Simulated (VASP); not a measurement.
LiH:

```
Li H
1.0
     0.00000    2.07670    2.07670
     2.07670    0.00000    2.07670
     2.07670    2.07670    0.00000
Li H
1 1
Direct
  0.00000 0.00000 0.00000
  0.50000 0.50000 0.50000
```

Base run:

- Program: VASP 6.6.1
- Functional: LDA
- Potentials or basis: VASP PAW LDA potentials, release 64 (Li_sv, H)
- Cutoff: 520 eV
- k mesh: 11 × 11 × 11
- Occupations: fermi-dirac, width 0.05 eV
- Spin: no spin polarisation

Its results: band gap on the k mesh 2.87 eV.

Q: The run is repeated on the same cell with these changes: functional from LDA to r2SCAN; potentials or basis from VASP PAW LDA potentials, release 64 (Li_sv, H) to VASP PAW PBE potentials, release 64 (Li_sv, H). What comes out?

A: Band gap on the k mesh 3.82 eV.

Caveats: an odd mesh through Γ misses points on the zone boundary, where band edges can lie.
